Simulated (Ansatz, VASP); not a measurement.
## Na3F2: VASP beside Ansatz

```xyz
5
Lattice="3.8127 0.0000 0.0000 -1.9063 3.3019 0.0000 0.0000 0.0000 9.6470" Properties=species:S:1:pos:R:3 pbc="T T T"
Na    0.0000    0.0000    0.0000
Na    0.0000    2.2013    5.9817
Na    1.9063    1.1006    3.6654
F     0.0000    2.2013    3.6269
F     1.9063    1.1006    6.0202
```

Alike in both runs: functional PBE; k mesh 12 × 12 × 6; occupations gaussian, width 0.1 eV; no spin polarisation.

Ansatz relaxed the structure, and its values are those at the end. VASP's run is a single point on that final structure, the one shown.

```csv
,VASP,Ansatz
version,VASP 6.6.1,Ansatz 0.2.0
potentials or method,"VASP PAW PBE potentials, release 64 (Na_pv, F), cutoff 520 eV","scalar-relativistic, plane waves, PAW"
valence electrons in the cell,35,41
```

|  | VASP | Ansatz | Ansatz less VASP |
| --- | --- | --- | --- |
| gap on the k mesh at the Fermi level (eV) | none | none | - |
| pressure (GPa) | 0.0 | 0.0 | +0.03 |

A gap of «none» marks a metal or a gap that the smearing closes. VASP's potentials hold 35 valence electrons a cell and Ansatz's 41, so a difference there can come from the potentials and not from the codes.
